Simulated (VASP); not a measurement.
# AlN (F-43m) in VASP: further runs, part 2 of 2

VASP 6.6.1. The steps go on from the part before.

### Step 4. Single point, PBE

This run uses another cell than the first one: it holds 8 atoms, not 2.

INCAR

```
ALGO = Normal
EDIFF = 1E-6
ENCUT = 520
GGA = PE
ISIF = 2
ISMEAR = 0
LASPH = T
LCHARG = F
LREAL = F
LWAVE = F
NBANDS = 26
NELM = 60
PREC = Accurate
SIGMA = 0.01
```

KPOINTS

```
k-points
0
Gamma
  3 3 3
```

POSCAR

```
AlN
1.0
    0.0000000000     -4.4031742003      0.0000000000
    0.0000000000      0.0000000000     -4.4031742003
    4.4031742003      0.0000000000      0.0000000000
Al N
4 4
Direct
    0.0000000000      0.0000000000      0.0000000000
    0.5000000000      0.0000000000      0.5000000000
    0.0000000000      0.5000000000      0.5000000000
    0.5000000000      0.5000000000      0.0000000000
    0.7500000000      0.7500000000      0.7500000000
    0.2500000000      0.7500000000      0.2500000000
    0.7500000000      0.2500000000      0.2500000000
    0.2500000000      0.2500000000      0.7500000000
```

Potentials or basis: VASP PAW PBE potentials, release 64 (Al, N).

Started as:

```console
cat potpaw_PBE.64/Al/POTCAR potpaw_PBE.64/N/POTCAR > POTCAR
mpirun -np 1 vasp_std > vasp.out
```

OUTCAR:

```text
EDIFF = 1E-6
   ENCUT = 520
   GGA = PE
   ISIF = 2
   ISMEAR = 0
   LASPH = T
   LREAL = F
   NELM = 60
   PREC = Accurate

 ion  position               nearest neighbor table
   1  0.000  0.000  0.000-   5 1.91   6 1.91   7 1.91   8 1.91   3 3.11   4 3.11   2 3.11   2 3.11
                             3 3.11   3 3.11   4 3.11   3 3.11   2 3.11   4 3.11   2 3.11   4 3.11
   2  0.500  0.000  0.500-   5 1.91   6 1.91   7 1.91   8 1.91   3 3.11   4 3.11   1 3.11   1 3.11
                             4 3.11   3 3.11   4 3.11   4 3.11   1 3.11   3 3.11   1 3.11   3 3.11
   3  0.000  0.500  0.500-   5 1.91   6 1.91   7 1.91   8 1.91   2 3.11   4 3.11   1 3.11   1 3.11
                             4 3.11   1 3.11   2 3.11   1 3.11   2 3.11   4 3.11   4 3.11   2 3.11
   4  0.500  0.500  0.000-   5 1.91   6 1.91   7 1.91   8 1.91   2 3.11   3 3.11   1 3.11   2 3.11
                             3 3.11   1 3.11   2 3.11   2 3.11   1 3.11   3 3.11   3 3.11   1 3.11
   5  0.750  0.750  0.750-   1 1.91   2 1.91   3 1.91   4 1.91
   6  0.250  0.750  0.250-   1 1.91   2 1.91   3 1.91   4 1.91
   7  0.750  0.250  0.250-   1 1.91   2 1.91   3 1.91   4 1.91
   8  0.250  0.250  0.750-   1 1.91   2 1.91   3 1.91   4 1.91

  LATTYP: Found a simple cubic cell.
 ALAT       =     4.4031742003

  Lattice vectors:

 A1 = (   0.0000000000,  -4.4031742003,   0.0000000000)
 A2 = (   0.0000000000,   0.0000000000,  -4.4031742003)
 A3 = (   4.4031742003,   0.0000000000,   0.0000000000)

Analysis of symmetry for initial positions (statically):
=====================================================================
 Subroutine PRICEL returns following result:

  LATTYP: Found a face centered cubic cell.
 ALAT       =     4.4031742003

  Lattice vectors:

 A1 = (   0.0000000000,  -2.2015871002,   2.2015871002)
 A2 = (   2.2015871001,  -2.2015871002,   0.0000000000)
 A3 = (   2.2015871002,   0.0000000000,   2.2015871002)

   4 primitive cells build up your supercell.

 Routine SETGRP: Setting up the symmetry group for a
 simple cubic supercell.

 Subroutine GETGRP returns: Found 24 space group operations
 (whereof 24 operations were pure point group operations)
 out of a pool of 48 trial point group operations.

The static configuration has the point symmetry T_d .

Analysis of symmetry for dynamics (positions and initial velocities):
=====================================================================
 Subroutine PRICEL returns following result:

  LATTYP: Found a face centered cubic cell.
 ALAT       =     4.4031742003

  Lattice vectors:

 A1 = (   0.0000000000,  -2.2015871002,   2.2015871002)
 A2 = (   2.2015871001,  -2.2015871002,   0.0000000000)
 A3 = (   2.2015871002,   0.0000000000,   2.2015871002)

   4 primitive cells build up your supercell.

 Routine SETGRP: Setting up the symmetry group for a
 simple cubic supercell.

 Subroutine GETGRP returns: Found 24 space group operations
 (whereof 24 operations were pure point group operations)
 out of a pool of 48 trial point group operations.

The dynamic configuration has the point symmetry T_d .

 Subroutine INISYM returns: Found 24 space group operations
 (whereof 24 operations are pure point group operations),
 and found     4 'primitive' translations

[... 50 lines left out ...]
            Coordinates               Weight
  0.000000  0.000000  0.000000      1.000000
  0.333333  0.000000  0.000000      6.000000
  0.333333  0.333333  0.000000     12.000000
  0.333333  0.333333  0.333333      8.000000
   k-points           NKPTS =      4   k-points in BZ     NKDIM =      4   number of bands    NBANDS=     26
   number of dos      NEDOS =    301   number of ions     NIONS =      8
   total plane-waves  NPLWV =  46656
   dimension x,y,z NGX =    36 NGY =   36 NGZ =   36
   dimension x,y,z NGXF=    72 NGYF=   72 NGZF=   72
   ions per type =               4   4
   NGX,Y,Z   is equivalent  to a cutoff of  13.59, 13.59, 13.59 a.u.
   NGXF,Y,Z  is equivalent  to a cutoff of  27.18, 27.18, 27.18 a.u.
 SYSTEM =  unknown system
   PREC   = accura    normal or accurate (medium, high low for compatibility)
   ISTART =      0    job   : 0-new  1-cont  2-samecut
   ICHARG =      2    charge: 1-file 2-atom 10-const
   ISPIN  =      1    spin polarized calculation?
   LNONCOLLINEAR =      F non collinear calculations
   LSORBIT =      F    spin-orbit coupling
   LASPH  =      T    aspherical Exc in radial PAW
   ENCUT  =  520.0 eV  38.22 Ry    6.18 a.u.   8.19  8.19  8.19*2*pi/ulx,y,z
   NELM   =     60;   NELMIN=  2; NELMDL= -5     # of ELM steps
   EDIFF  = 0.1E-05   stopping-criterion for ELM
   LREAL  =      F    real-space projection
   EDIFFG = 0.1E-04   stopping-criterion for IOM
   NSW    =      0    number of steps for IOM
   IBRION =     -1    ionic relax: 0-MD 1-quasi-New 2-CG
   NFREE  =      0    steps in history (QN), initial steepest desc. (CG)
   ISIF   =      2    stress and relaxation
   ISYM   =      2    0-nonsym 1-usesym 2-fastsym
   POTIM  = 0.5000    time-step for ionic-motion
   TEBEG  =    0.0;   TEEND  =   0.0 temperature during run
   PSTRESS=    0.0 pullay stress
   NELECT =      32.0000    total number of electrons
   NUPDOWN=      -1.0000    fix difference up-down
   EMIN   =  10.00;   EMAX   =-10.00  energy-range for DOS
   EFERMI =   0.00;   METHOD = LEGACY
   ISMEAR =     0;   SIGMA  =   0.01  broadening in eV -4-tet -1-fermi 0-gaus
   EFERMI_NEDOS =   21; number of points for ismear=-14 and -15
   IALGO  =     38    algorithm
   IMIX   =      4    mixing-type and parameters
     AMIX     =   0.40;   BMIX     =  1.00
     AMIX_MAG =   1.60;   BMIX_MAG =  1.00
  volume/ion in A,a.u.               =      10.67        72.01
  Fermi-wavevector in a.u.,A,eV,Ry     =   1.180390  2.230614 18.957286  1.393321
  Thomas-Fermi vector in A             =   2.316684
   LORBIT       =      0    0 simple, 1 ext, 2 COOP (PROOUT), +10 PAW based schemes
   GGA     = PE    functional components
   LHFCALC =     F    Hartree Fock is set to
   AEXX    =    0.0000 exact exchange contribution
   IVDW    =     0    specifies the selected vdW correction
   LEPSILON=     F    determine dielectric tensor
   LRPA    =     F    only Hartree local field effects (RPA)
 non-spin polarized calculation
 Gauss-broadening in eV      SIGMA  =   0.01
  energy-cutoff  :      520.00
  volume of cell :       85.37
 maximum number of plane-waves:      2325
 NGX is ok and might be reduce to    36

 number of electron      31.9999997 magnetization

 Free energy of the ion-electron system (eV)
  ---------------------------------------------------
  ext. energy  EPLUGINS =         0.00000000
  ---------------------------------------------------
  free energy    TOTEN  =       -59.38056353 eV

  energy without entropy =      -59.38056353  energy(sigma->0) =      -59.38056353

 E-fermi :   5.8249     XC(G=0): -10.8283

 val. band max:        5.7476947728   @ k =   0.0000   0.0000   0.0000
 cond. band min:       9.0507472908   @ k =   0.0000   0.0000   0.0000
 fundamental gap:      3.3030525180
 Fermi energy:         5.8248935988

 k-point     1 :       0.0000    0.0000    0.0000
  band No.  band energies     occupation
      1      -9.0954      2.00000
      2      -6.5042      2.00000
      3      -6.5042      2.00000
      4      -6.5042      2.00000
      5       0.9171      2.00000
      6       0.9171      2.00000
[... 105 lines left out ...]
     25      17.3083      0.00000
     26      17.3135      0.00000

------------------------ aborting loop because EDIFF is reached ----------------------------------------

  FORCE on cell =-STRESS in cart. coord.  units (eV):
  Direction    XX          YY          ZZ          XY          YZ          ZX
  --------------------------------------------------------------------------------------
  -------------------------------------------------------------------------------------
  Total       -0.1461802     -0.1461802     -0.1461802     -0.0000000      0.0000000      0.0000000
  in kB       -2.7434786     -2.7434786     -2.7434786     -0.0000000      0.0000000      0.0000000
  external PRESSURE =      -2.7434786 kB  Pullay stress =       0.0000000 kB

 VOLUME and BASIS-vectors are now :
 -----------------------------------------------------------------------------
  energy-cutoff  :      520.00
  volume of cell :       85.37
      direct lattice vectors                 reciprocal lattice vectors
     0.000000000 -4.403174200  0.000000000     0.000000000 -0.227108889  0.000000000
     0.000000000  0.000000000 -4.403174200     0.000000000  0.000000000 -0.227108889
     4.403174200  0.000000000  0.000000000     0.227108889  0.000000000  0.000000000

 POSITION                                       TOTAL-FORCE (eV/Angst)
 -----------------------------------------------------------------------------------
      0.00000      0.00000      0.00000         0.000000      0.000000     -0.000000
      2.20159     -2.20159      0.00000         0.000000      0.000000     -0.000000
      2.20159      0.00000     -2.20159         0.000000      0.000000     -0.000000
      0.00000     -2.20159     -2.20159         0.000000      0.000000     -0.000000
      3.30238     -3.30238     -3.30238         0.000000     -0.000000     -0.000000
      1.10079     -1.10079     -3.30238         0.000000     -0.000000      0.000000
      1.10079     -3.30238     -1.10079        -0.000000     -0.000000     -0.000000
      3.30238     -1.10079     -1.10079        -0.000000      0.000000      0.000000
 -----------------------------------------------------------------------------------
    total drift:                                0.000000     -0.000000      0.000000

  FREE ENERGIE OF THE ION-ELECTRON SYSTEM (eV)
  ---------------------------------------------------
  free  energy   TOTEN  =       -59.3805635315 eV

  energy  without entropy=      -59.3805635315  energy(sigma->0) =      -59.38056353
```

Wall time 11 s (1 thread of Intel Xeon 6975P-C, shared host); peak memory 0.19 GiB.

What came out:

| Quantity | Value |
| --- | --- |
| Free energy | -59.3806 eV |
| Pressure | -0.3 GPa |
| Band gap on the k mesh | 3.30 eV |

Levels at points of the mesh, in eV from the valence-band top:
```tsv
k point	band 14	band 15	band 16	band 17	band 18	band 19
(0.00, 0.00, 0.00)	0.00	0.00	0.00	3.30	3.30	3.30
```

Caveat: the k points lie up to 0.48 Å⁻¹ apart. PBE gaps usually lie below the measured ones, often by a third to a half.

### Step 5. Single point, PBE

This run uses another cell than the first one: it holds 54 atoms, not 2.

INCAR

```
  ALGO = Normal
  EDIFF = 1E-6
  ENCUT = 520
  GGA = PE
  ISIF = 2
  ISMEAR = 0
  LASPH = True
  LCHARG = True
  LELF = True
  LREAL = Auto
  LVHAR = True
  LWAVE = False
  NBANDS = 141
  NELM = 60
  PREC = Accurate
  SIGMA = 0.01
```

KPOINTS

```
k-points
0
Gamma
  1 1 1
```

POSCAR

```
AlN
1.0
    0.0000000000      6.6047613023     -6.6047613023
    6.6047613023      6.6047613023      0.0000000000
    6.6047613023      0.0000000000     -6.6047613023
Al N
27 27
Direct
    0.3333333333      0.6666666667      0.6666666667
    0.3333333333      1.0000000000      0.6666666667
    0.3333333333      0.3333333333      0.6666666667
    0.0000000000      0.6666666667      0.6666666667
    0.0000000000      0.0000000000      0.6666666667
    0.0000000000      0.3333333333      0.6666666667
    0.6666666667      0.6666666667      0.6666666667
    0.6666666667      0.0000000000      0.6666666667
    0.6666666667      0.3333333333      0.6666666667
    0.3333333333      0.6666666667      0.3333333333
    0.3333333333      0.0000000000      0.3333333333
    0.3333333333      0.3333333333      0.3333333333
    0.0000000000      0.6666666667      0.3333333333
    0.0000000000      0.0000000000      0.3333333333
    0.0000000000      0.3333333333      0.3333333333
    0.6666666667      0.6666666667      0.3333333333
    0.6666666667      0.0000000000      0.3333333333
    0.6666666667      0.3333333333      0.3333333333
    0.3333333333      0.6666666667      1.0000000000
    0.3333333333      0.0000000000      1.0000000000
    0.3333333333      0.3333333333      1.0000000000
    0.0000000000      0.6666666667      1.0000000000
    0.0000000000      0.0000000000      1.0000000000
    0.0000000000      0.3333333333      1.0000000000
    0.6666666667      0.6666666667      1.0000000000
    0.6666666667      0.0000000000      1.0000000000
    0.6666666667      0.3333333333      1.0000000000
    0.4166666667      0.7500000000      0.4166666667
    0.4166666667      0.0833333333      0.4166666667
    0.4166666667      0.4166666667      0.4166666667
    0.0833333333      0.7500000000      0.4166666667
    0.0833333333      0.0833333333      0.4166666667
    0.0833333333      0.4166666667      0.4166666667
    0.7500000000      0.7500000000      0.4166666667
    0.7500000000      0.0833333333      0.4166666667
    0.7500000000      0.4166666667      0.4166666667
    0.4166666667      0.7500000000      0.0833333333
    0.4166666667      0.0833333333      0.0833333333
    0.4166666667      0.4166666667      0.0833333333
    0.0833333333      0.7500000000      0.0833333333
    0.0833333333      0.0833333333      0.0833333333
    0.0833333333      0.4166666667      0.0833333333
    0.7500000000      0.7500000000      0.0833333333
    0.7500000000      0.0833333333      0.0833333333
    0.7500000000      0.4166666667      0.0833333333
    0.4166666667      0.7500000000      0.7500000000
    0.4166666667      0.0833333333      0.7500000000
    0.4166666667      0.4166666667      0.7500000000
    0.0833333333      0.7500000000      0.7500000000
    0.0833333333      0.0833333333      0.7500000000
    0.0833333333      0.4166666667      0.7500000000
    0.7500000000      0.7500000000      0.7500000000
    0.7500000000      0.0833333333      0.7500000000
    0.7500000000      0.4166666667      0.7500000000
```

Started as:

```console
cat potpaw_PBE.64/Al/POTCAR potpaw_PBE.64/N/POTCAR > POTCAR
mpirun -np 1 vasp_gam > vasp.out
```

Wall time 3.5 min (1 thread of Intel Xeon 6975P-C, shared host); peak memory 0.65 GiB.

The run converged. Its results:

```
Free energy            : -395.5189 eV
Pressure               : 0.1 GPa
Band gap on the k mesh : 3.94 eV
```

Levels at points of the mesh, in eV from the valence-band top:
| k point | band 105 | band 106 | band 107 | band 108 | band 109 | band 110 | band 111 | band 112 |
| --- | --- | --- | --- | --- | --- | --- | --- | --- |
| (0.00, 0.00, 0.00) | -0.37 | 0.00 | 0.00 | 0.00 | 3.94 | 4.67 | 4.67 | 4.67 |

Caveat: the k points lie up to 0.82 Å⁻¹ apart.

### Step 6. Overview

```csv
level,cell,k mesh,smearing,gap on the mesh (eV),pressure (GPa)
r2SCAN,"a = 3.114 Å, angles 60.0°, 2 atoms",10 × 10 × 10,gaussian 0.02 eV,3.92,-5.0
PBE,"a = 3.114 Å, angles 60.0°, 2 atoms",10 × 10 × 10,gaussian 0.02 eV,3.30,-0.3
PBE,"a = 4.403 Å, 8 atoms",3 × 3 × 3,gaussian 0.01 eV,3.30,-0.3
PBE,"a = 9.341 Å, angles 60.0°, 54 atoms",1 × 1 × 1,gaussian 0.01 eV,3.94,0.1
```

Alike in all rows: task single point; potentials or basis VASP PAW PBE potentials, release 64 (Al, N); no spin polarisation; cutoff (eV) 520.

Caveats: some runs use coarse meshes; the PAW data sets were made with another functional, which shifts forces and pressure a little (some runs).

Total energies depend on the potentials used, so only differences within one code and one set of settings carry meaning.
